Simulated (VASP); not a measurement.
Crystal: Os2C3.

```
Os C
1.0
     3.29585    0.00000    0.00000
    -1.64793    2.85429    0.00000
     0.00000    0.00000    5.12781
Os C
2 3
Direct
  0.33333 0.66667 0.24500
  0.66667 0.33333 0.75500
  0.00000 0.00000 0.00000
  0.33333 0.66667 0.64500
  0.66667 0.33333 0.35500
```

| Property | Result |
| --- | --- |
| Program | VASP 6.6.1 |
| Task | relaxation of cell and atoms |
| Functional | PBE |
| Potentials or basis | VASP PAW PBE potentials, release 64 (Os, C) |
| Cutoff | 600 eV |
| k mesh | 6 × 6 × 4 |
| Occupations | gaussian, width 0.1 eV |
| Spin | no spin polarisation |

At the start: pressure 25.7 GPa; volume 9.65 Å³/atom.

Question: How do energy, volume and symmetry change on relaxing?

Answer: Over 11 steps the energy falls by 95.9 meV/atom and the volume is 10.54 Å³/atom (+9.3 %); space group P-3m1 (No. 164, to 0.1 Å) before and after.

Step by step:
```
step  energy change (eV)  largest force (eV/Å)  pressure (GPa)  volume (Å³)
   1              0.0000                1.1884           25.72        48.24
   2              0.4976                1.3930          -31.84        59.88
   3             -0.3358                0.9117           -3.29        52.36
   4             -0.3365                0.9034           -2.24        52.17
   5             -0.4362                0.1961            1.02        52.21
   6             -0.4404                0.5114            2.02        52.22
   7             -0.4755                0.1082           -2.10        53.13
   8             -0.4781                0.0283           -1.30        52.94
   9             -0.4773                0.0811            1.79        52.45
  10             -0.4792                0.0462            0.01        52.72
  11             -0.4795                0.0344            0.00        52.70
```

Final structure:
```
Os C
1.0
     3.31536    0.00000    0.00000
    -1.65768    2.87119    0.00000
     0.00000    0.00000    5.53667
Os C
2 3
Cartesian
  0.0000 1.9141 1.4309
  1.6577 0.9571 4.1058
  3.3154 0.0000 0.0000
  0.0000 1.9141 3.4988
  1.6577 0.9571 2.0378
```

Caveat: the k points lie up to 0.36 Å⁻¹ apart in the final cell, too coarse for converged energies and pressures of a metal.
